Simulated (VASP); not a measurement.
The system is Ga4SbN3.

```
CELL_PARAMETERS angstrom
3.28489 0.00000 0.00000
0.00000 6.56978 0.00000
0.00000 0.00000 4.64553
ATOMIC_POSITIONS crystal
N 0.00000 0.25000 0.00000
N 0.50000 0.00000 0.50000
N 0.00000 0.75000 0.00000
Ga 0.50000 0.25000 0.75000
Ga 0.00000 0.00000 0.25000
Ga 0.50000 0.75000 0.75000
Ga 0.00000 0.50000 0.25000
Sb 0.50000 0.50000 0.50000
```

* Program: VASP 6.6.1
* Task: relaxation of cell and atoms
* Functional: PBE
* Potentials or basis: VASP PAW PBE potentials, release 64 (N, Ga_d, Sb)
* Cutoff: 600 eV
* k mesh: 8 × 4 × 6
* Occupations: fermi-dirac, width 0.02 eV
* Spin: no spin polarisation

At the start: pressure 61.0 GPa; volume 12.53 Å³/atom.

Q: How do energy, volume and symmetry change on relaxing?

A: Over 30 steps the energy falls by 1391.5 meV/atom and the volume is 15.11 Å³/atom (+20.5 %); space group Pmm2 (No. 25, to 0.1 Å) before and after.

Step by step:
```
step  energy change (eV)  largest force (eV/Å)  pressure (GPa)  volume (Å³)
   1              0.0000               15.4651           61.00       100.26
   2             -3.8901                1.2852          -17.23       186.62
   3             -9.6198                1.6987           -7.15       134.38
   4             -9.7080                1.6794           -5.46       131.85
   5             -9.7454                1.9899           -2.87       128.54
   6            -10.2598                1.1893           -1.32       124.74
   7            -10.4978                1.3356            1.85       120.21
   8            -10.8093                0.8877            0.31       120.87
   9            -10.8637                1.4314            0.23       121.08
  10            -10.8235                1.8800            0.99       121.37
  11            -10.8771                1.6638            0.34       121.18
  12            -11.0317                0.7276           -0.70       122.37
  13            -11.0326                0.7615           -0.67       122.30
  14            -11.1064                0.3248            0.05       121.11
  15            -11.1065                0.3245            0.11       121.04
  16            -11.1253                0.1366            0.03       120.97
  17            -11.1264                0.1518            0.02       120.95
  18            -11.1305                0.0521           -0.11       120.98
  19            -11.1309                0.0504           -0.17       120.99
  20            -11.1313                0.0374            0.18       120.66
  21            -11.1314                0.0346            0.09       120.74
  22            -11.1316                0.0285           -0.02       120.85
  23            -11.1316                0.0285           -0.04       120.89
  24            -11.1316                0.0318           -0.11       120.97
  25            -11.1316                0.0302           -0.05       120.93
  26            -11.1317                0.0119            0.00       120.88
  27            -11.1317                0.0094            0.01       120.86
  28            -11.1318                0.0082            0.00       120.86
  29            -11.1318                0.0115            0.00       120.86
  30            -11.1318                0.0050           -0.01       120.86
```

Final structure:
```
N Ga Sb
1.0
     3.22868    0.00000    0.00000
     0.00000    7.65432    0.00000
     0.00000    0.00000    4.89029
N Ga Sb
3 4 1
Direct
  0.00000 0.20131 0.01379
  0.50000 0.00000 0.51319
  0.00000 0.79869 0.01379
  0.50000 0.18912 0.78970
  0.00000 0.00000 0.27584
  0.50000 0.81088 0.78970
  0.00000 0.50000 0.06825
  0.50000 0.50000 0.53576
```

Caveat: the volume moved by over 15 % at a fixed basis, so the end points are rough.
